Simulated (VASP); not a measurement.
# BaTiO3 (R3m) in VASP: a series of runs

BaTiO3 is run at these levels: PBEsol; tasks: relaxation of cell and atoms.

Everything below comes from runs of VASP 6.6.1. Logs are shortened: lines on timing, memory, paths and dates and some standing lists are left out, and cuts for length are marked.

## Step 1: The cell of the first run

Symmetry: R3m, No. 160, trigonal system. Conventional cell: a = 5.655 Å, b = 5.655 Å, c = 6.955 Å, α = 90.00°, β = 90.00°, γ = 120.00°. Ba (site symmetry 3m) has 12 O at 2.79 to 2.89 Å and 8 Ti at 3.37 to 3.59 Å within 3.7 Å. Ti (site symmetry 3m) has 6 O at 1.87 to 2.14 Å within 2.5 Å. Within 2.5 Å of O (site symmetry m) lie 2 Ti at 1.87 to 2.14 Å.

## Step 2: Relaxation of cell and atoms, PBEsol, target pressure 10 GPa, at which the enthalpy is minimised

INCAR

```
SYSTEM = BaTiO3
PREC     = Accurate       ! precision mode
ENCUT    = 600            ! plane-wave cutoff, eV
EDIFF    = 1E-7           ! SCF threshold, eV
ISMEAR   = 0              ! smearing method
SIGMA    = 0.01           ! smearing width, eV
LREAL    = .False.        ! projectors in reciprocal space
LASPH    = .True.         ! aspherical terms in the spheres
NELM     = 100            ! most SCF steps
ALGO     = Normal         ! electronic algorithm
ISIF     = 3              ! what is computed and relaxed
LWAVE    = .False.        ! write WAVECAR
LCHARG   = .False.        ! write CHGCAR
GGA      = PS             ! functional
IBRION   = 2              ! ionic algorithm
NSW      = 80             ! ionic steps
EDIFFG   = -0.02          ! ionic threshold
PSTRESS  = 100.0
```

KPOINTS

```
regular mesh
0
Gamma
  6 6 6
  0 0 0
```

POSCAR

```
BaTiO3
1.0
    2.8273700000      1.6323800000      2.3183900000
   -2.8273700000      1.6323800000      2.3183900000
    0.0000000000     -3.2647600000      2.3183900000
Ba Ti O
1 1 3
Direct
    0.0000000000      0.0000000000      0.0000000000
    0.4845000000      0.4845000000      0.4845000000
    0.5086000000      0.5086000000      0.0175000000
    0.0175000000      0.5086000000      0.5086000000
    0.5086000000      0.0175000000      0.5086000000
```

Potentials or basis: VASP PAW PBE potentials, release 64 (Ba_sv, Ti_sv, O).

Started as:

```console
cat potpaw_PBE.64/Ba_sv/POTCAR potpaw_PBE.64/Ti_sv/POTCAR potpaw_PBE.64/O/POTCAR > POTCAR
mpirun -np 1 vasp_std > vasp.out
```

OUTCAR:

```text
SYSTEM = BaTiO3
   PREC = Accurate
   ENCUT = 600
   EDIFF = 1E-7
   ISMEAR = 0
   LREAL = .False.
   LASPH = .True.
   NELM = 100
   ISIF = 3
   GGA = PS
   IBRION = 2
   NSW = 80
   EDIFFG = -0.02
   PSTRESS = 100.0

 ion  position               nearest neighbor table
   1  0.000  0.000  0.000-   3 2.79   4 2.79   5 2.79   4 2.83   5 2.83   5 2.83   4 2.83   3 2.83
                             3 2.83   3 2.89   4 2.89   5 2.89   2 3.37   2 3.43   2 3.43   2 3.43
   2  0.484  0.484  0.484-   3 1.87   4 1.87   5 1.87   3 2.14   4 2.14   5 2.14   1 3.37   1 3.43
                             1 3.43   1 3.43   1 3.50   1 3.50   1 3.50   1 3.59
   3  0.509  0.509  0.017-   2 1.87   2 2.14   1 2.79   1 2.83   1 2.83   1 2.89
   4  0.017  0.509  0.509-   2 1.87   2 2.14   1 2.79   1 2.83   1 2.83   1 2.89
   5  0.509  0.017  0.509-   2 1.87   2 2.14   1 2.79   1 2.83   1 2.83   1 2.89

  LATTYP: Found a trigonal (rhomboedric) cell.
 ALAT       =     4.0042000167
 COS(alpha) =     0.0028424988

  Lattice vectors:

 A1 = (   2.8273700000,   1.6323800000,   2.3183900000)
 A2 = (  -2.8273700000,   1.6323800000,   2.3183900000)
 A3 = (   0.0000000000,  -3.2647600000,   2.3183900000)

Analysis of symmetry for initial positions (statically):
=====================================================================
 Subroutine PRICEL returns:
 Original cell was already a primitive cell.

 Routine SETGRP: Setting up the symmetry group for a
 trigonal (rhombohedral) supercell.

 Subroutine GETGRP returns: Found  6 space group operations
 (whereof  6 operations were pure point group operations)
 out of a pool of 12 trial point group operations.

The static configuration has the point symmetry C_3v.

Analysis of symmetry for dynamics (positions and initial velocities):
=====================================================================
 Subroutine PRICEL returns:
 Original cell was already a primitive cell.

 Routine SETGRP: Setting up the symmetry group for a
 trigonal (rhombohedral) supercell.

 Subroutine GETGRP returns: Found  6 space group operations
 (whereof  6 operations were pure point group operations)
 out of a pool of 12 trial point group operations.

The dynamic configuration has the point symmetry C_3v.

 Subroutine INISYM returns: Found  6 space group operations
 (whereof  6 operations are pure point group operations),
 and found     1 'primitive' translations

----------------------------------------------------------------------------------------

                                     Primitive cell

  volume of cell :      64.2010

  direct lattice vectors                    reciprocal lattice vectors
     2.827370000  1.632380000  2.318390000     0.176842790  0.102100410  0.143777938
    -2.827370000  1.632380000  2.318390000    -0.176842790  0.102100410  0.143777938
     0.000000000 -3.264760000  2.318390000     0.000000000 -0.204200819  0.143777938

  length of vectors
     4.004200017  4.004200017  4.004196555     0.249739788  0.249739788  0.249740005

  position of ions in fractional coordinates (direct lattice)
     0.000000000  0.000000000  0.000000000
     0.484500000  0.484500000  0.484500000
     0.508600000  0.508600000  0.017500000
     0.017500000  0.508600000  0.508600000
     0.508600000  0.017500000  0.508600000

  ion indices of the primitive-cell ions
   primitive index   ion index
                 1           1
                 2           2
                 3           3
                 4           4
                 5           5

----------------------------------------------------------------------------------------

 KPOINTS: regular mesh

Automatic generation of k-mesh.
 Grid dimensions read from file:
 generate k-points for:    6    6    6

 Generating k-lattice:

  Cartesian coordinates                     Fractional coordinates (reciprocal lattice)
     0.029473798  0.017016735  0.023962990     0.166666667  0.000000000  0.000000000
    -0.029473798  0.017016735  0.023962990     0.000000000  0.166666667  0.000000000
     0.000000000 -0.034033470  0.023962990     0.000000000  0.000000000  0.166666667

  Length of vectors
     0.041623298  0.041623298  0.041623334

  Shift w.r.t. Gamma in fractional coordinates (k-lattice)
     0.000000000  0.000000000  0.000000000

 Subroutine IBZKPT returns following result:
 ===========================================

 Found     32 irreducible k-points:

 Following reciprocal coordinates:
            Coordinates               Weight
  0.000000  0.000000  0.000000      1.000000
  0.166667  0.000000  0.000000      6.000000
  0.333333  0.000000  0.000000      6.000000
  0.500000  0.000000  0.000000      3.000000
  0.166667  0.166667  0.000000      6.000000
  0.333333  0.166667  0.000000     12.000000
[... 16 lines left out ...]
  0.500000  0.500000  0.166667      6.000000
 -0.333333  0.500000  0.166667     12.000000
 [... further k-points ...]
   k-points           NKPTS =     32   k-points in BZ     NKDIM =     32   number of bands    NBANDS=     24
   number of dos      NEDOS =    301   number of ions     NIONS =      5
   total plane-waves  NPLWV =  32768
   dimension x,y,z NGX =    32 NGY =   32 NGZ =   32
   dimension x,y,z NGXF=    64 NGYF=   64 NGZF=   64
   ions per type =               1   1   3
   NGX,Y,Z   is equivalent  to a cutoff of  13.29, 13.29, 13.29 a.u.
   NGXF,Y,Z  is equivalent  to a cutoff of  26.57, 26.57, 26.57 a.u.
 SYSTEM =  BaTiO3
   PREC   = accura    normal or accurate (medium, high low for compatibility)
   ISTART =      0    job   : 0-new  1-cont  2-samecut
   ICHARG =      2    charge: 1-file 2-atom 10-const
   ISPIN  =      1    spin polarized calculation?
   LNONCOLLINEAR =      F non collinear calculations
   LSORBIT =      F    spin-orbit coupling
   LASPH  =      T    aspherical Exc in radial PAW
   ENCUT  =  600.0 eV  44.10 Ry    6.64 a.u.   8.00  8.00  8.00*2*pi/ulx,y,z
   NELM   =    100;   NELMIN=  2; NELMDL= -5     # of ELM steps
   EDIFF  = 0.1E-06   stopping-criterion for ELM
   LREAL  =      F    real-space projection
   EDIFFG = -.2E-01   stopping-criterion for IOM
   NSW    =     80    number of steps for IOM
   IBRION =      2    ionic relax: 0-MD 1-quasi-New 2-CG
   NFREE  =      1    steps in history (QN), initial steepest desc. (CG)
   ISIF   =      3    stress and relaxation
   ISYM   =      2    0-nonsym 1-usesym 2-fastsym
   POTIM  = 0.5000    time-step for ionic-motion
   TEBEG  =    0.0;   TEEND  =   0.0 temperature during run
   PSTRESS=  100.0 pullay stress
   NELECT =      40.0000    total number of electrons
   NUPDOWN=      -1.0000    fix difference up-down
   EMIN   =  10.00;   EMAX   =-10.00  energy-range for DOS
   EFERMI =   0.00;   METHOD = LEGACY
   ISMEAR =     0;   SIGMA  =   0.01  broadening in eV -4-tet -1-fermi 0-gaus
   EFERMI_NEDOS =   21; number of points for ismear=-14 and -15
   IALGO  =     38    algorithm
   IMIX   =      4    mixing-type and parameters
     AMIX     =   0.40;   BMIX     =  1.00
     AMIX_MAG =   1.60;   BMIX_MAG =  1.00
  volume/ion in A,a.u.               =      12.84        86.65
  Fermi-wavevector in a.u.,A,eV,Ry     =   1.398237  2.642286 26.600316  1.955068
  Thomas-Fermi vector in A             =   2.521415
   LORBIT       =      0    0 simple, 1 ext, 2 COOP (PROOUT), +10 PAW based schemes
   GGA     = PS    functional components
   LHFCALC =     F    Hartree Fock is set to
   AEXX    =    0.0000 exact exchange contribution
   IVDW    =     0    specifies the selected vdW correction
   LEPSILON=     F    determine dielectric tensor
   LRPA    =     F    only Hartree local field effects (RPA)
 conjugate gradient relaxation of ions
 non-spin polarized calculation
 Gauss-broadening in eV      SIGMA  =   0.01
  energy-cutoff  :      600.00
  volume of cell :       64.20
 maximum number of plane-waves:      2176
   NGX = 15   NGY = 15   NGZ = 15

--------------------------------------- Ionic step        1  -------------------------------------------

 number of electron      39.9999995 magnetization

 Free energy of the ion-electron system (eV)
  ---------------------------------------------------
  ext. energy  EPLUGINS =         0.00000000
  ---------------------------------------------------
  free energy    TOTEN  =       -42.01251349 eV

  energy without entropy =      -42.01251349  energy(sigma->0) =      -42.01251349

------------------------ aborting loop because EDIFF is reached ----------------------------------------

  FORCE on cell =-STRESS in cart. coord.  units (eV):
  Direction    XX          YY          ZZ          XY          YZ          ZX
  --------------------------------------------------------------------------------------
  -------------------------------------------------------------------------------------
  Total        0.2130659      0.2130652      0.1406451     -0.0000000      0.0000000     -0.0000000
  in kB        5.3171996      5.3171811      3.5098910     -0.0000000      0.0000000     -0.0000000
  external PRESSURE =     -95.2852428 kB  Pullay stress =     100.0000000 kB
[... 102 lines left out ...]
  FREE ENERGIE OF THE ION-ELECTRON SYSTEM (eV)
  ---------------------------------------------------
  free  energy   TOTEN  =       -41.9154450943 eV

  energy  without entropy=      -41.9154450943  energy(sigma->0) =      -41.91544509

  enthalpy is  TOTEN    =       -38.1059187309 eV   P V=        3.8095263634

[... ionic steps 4 to 11 ...]

--------------------------------------- Ionic step       12  -------------------------------------------

 number of electron      40.0000009 magnetization

------------------------ aborting loop because EDIFF is reached ----------------------------------------

  FORCE on cell =-STRESS in cart. coord.  units (eV):
  Direction    XX          YY          ZZ          XY          YZ          ZX
  --------------------------------------------------------------------------------------
  -------------------------------------------------------------------------------------
  Total        3.6966765      3.6966516      3.7947101      0.0000000      0.0000000     -0.0000000
  in kB       98.3784752     98.3778130    100.9874120      0.0000000      0.0000000     -0.0000000
  external PRESSURE =      -0.7520999 kB  Pullay stress =     100.0000000 kB
[... 67 lines left out ...]
  enthalpy is  TOTEN    =       -38.1452433715 eV   P V=        3.7581125944

--------------------------------------- Ionic step       14  -------------------------------------------

 number of electron      40.0000009 magnetization

 Free energy of the ion-electron system (eV)
  ---------------------------------------------------
  ext. energy  EPLUGINS =         0.00000000
  ---------------------------------------------------
  free energy    TOTEN  =       -41.90323164 eV

  energy without entropy =      -41.90323164  energy(sigma->0) =      -41.90323164

 E-fermi :   4.3230     XC(G=0): -11.8510

 val. band max:        4.1846107934   @ k =   0.5000   0.5000   0.5000
 cond. band min:       6.0630515699   @ k =   0.0000   0.0000   0.0000
 fundamental gap:      1.8784407765
 Fermi energy:         4.3229972603

 k-point     1 :       0.0000    0.0000    0.0000
  band No.  band energies     occupation
      1     -51.8857      2.00000
      2     -28.2541      2.00000
      3     -28.2540      2.00000
      4     -28.2528      2.00000
      5     -20.4479      2.00000
      6     -12.7593      2.00000
[... 637 lines left out ...]
     23       8.3439      0.00000
     24      10.2950      0.00000

 [... further k-points ...]
[... 5 lines left out ...]
  --------------------------------------------------------------------------------------
  -------------------------------------------------------------------------------------
  Total        3.6972296      3.6972030      3.7136747      0.0000000      0.0000000      0.0000000
  in kB       98.3834127     98.3827051     98.8210191      0.0000000      0.0000000      0.0000000
  external PRESSURE =      -1.4709544 kB  Pullay stress =     100.0000000 kB
[... 20 lines left out ...]
  FREE ENERGIE OF THE ION-ELECTRON SYSTEM (eV)
  ---------------------------------------------------
  free  energy   TOTEN  =       -41.9032316374 eV

  energy  without entropy=      -41.9032316374  energy(sigma->0) =      -41.90323164

  enthalpy is  TOTEN    =       -38.1452510275 eV   P V=        3.7579806099

 reached required accuracy - stopping structural energy minimisation
```

It took 6.7 min on 1 thread of Intel Xeon Platinum 8488C (Sapphire Rapids), shared host; peak memory 0.23 GiB.

Results:

```yaml
Free_energy: -41.9032 eV
Relaxed_volume: 12.04 Å³/atom
Relaxed_cell: a = 3.919 Å, b = 3.919 Å, c = 3.919 Å, α = 89.99°, β = 89.99°, γ = 90.00°
Space_group_after_relaxing_to_0.1_Å: Pm-3m (No. 221)
Energy_change_on_relaxing_the_run_minimises_the_enthalpy: +21.9 meV/atom
Ionic_steps: 14
Pressure_after_relaxing: 9.9 GPa
Largest_force_after_relaxing: 0.016 eV/Å
Band_gap_on_the_k_mesh: 1.88 eV (least direct gap 1.98 eV)
```

Forces on the atoms (eV/Å):
```
Ba   0.000  0.000 -0.012
Ti   0.000  0.000  0.016
O    0.000 -0.016 -0.001
O    0.014  0.008 -0.001
O   -0.014  0.008 -0.001
```

The path:
```csv
step,energy change (eV),largest force (eV/Å),pressure (GPa),volume (Å³)
1,0.0000,0.1358,0.47,64.20
2,0.4832,1.2726,25.12,57.36
3,0.0971,0.6401,10.09,61.04
4,0.1034,0.2868,10.32,60.48
5,0.1178,0.1654,10.69,60.20
6,0.0898,0.0865,9.07,60.60
7,0.0893,0.0858,9.05,60.61
8,0.0970,0.0567,9.53,60.44
9,0.1065,0.0637,10.05,60.28
10,0.1075,0.0474,10.04,60.25
11,0.1106,0.0314,10.04,60.19
12,0.1097,0.0210,9.92,60.20
13,0.1092,0.0202,9.83,60.21
14,0.1093,0.0163,9.85,60.21
```

Final structure:
```xyz
5
Lattice="2.7713 1.6000 2.2631 -2.7713 1.6000 2.2631 0.0000 -3.2000 2.2631" Properties=species:S:1:pos:R:3 pbc="T T T"
Ba    0.0000    0.0000    0.0166
Ti    0.0000    0.0000    3.3810
O     0.0000    1.5974    2.3055
O    -1.3834   -0.7987    2.3055
O     1.3834   -0.7987    2.3055
```

Levels at points of the mesh, in eV from the valence-band top:
| k point | band 17 | band 18 | band 19 | band 20 | band 21 | band 22 | band 23 | band 24 |
| --- | --- | --- | --- | --- | --- | --- | --- | --- |
| (0.00, 0.00, 0.00) | -1.21 | -0.13 | -0.10 | -0.10 | 1.88 | 1.88 | 1.90 | 4.42 |
| (0.50, 0.00, 0.00) | -1.92 | -1.89 | -0.74 | -0.72 | 2.08 | 3.83 | 3.85 | 4.44 |
| (0.50, 0.50, 0.00) | -1.70 | -0.83 | -0.83 | -0.10 | 3.85 | 3.86 | 4.28 | 5.35 |
| (0.50, 0.50, 0.50) | -2.36 | 0.00 | 0.00 | 0.00 | 4.58 | 4.60 | 4.60 | 6.91 |

Caveat: the cell is relaxed towards a set pressure, so the run minimises the enthalpy, not the energy; the PAW data sets were made with another functional, which shifts forces and pressure a little; spin-orbit coupling is left out, which moves the levels of the heavy elements.

(Part 1 of 2 ends here.)
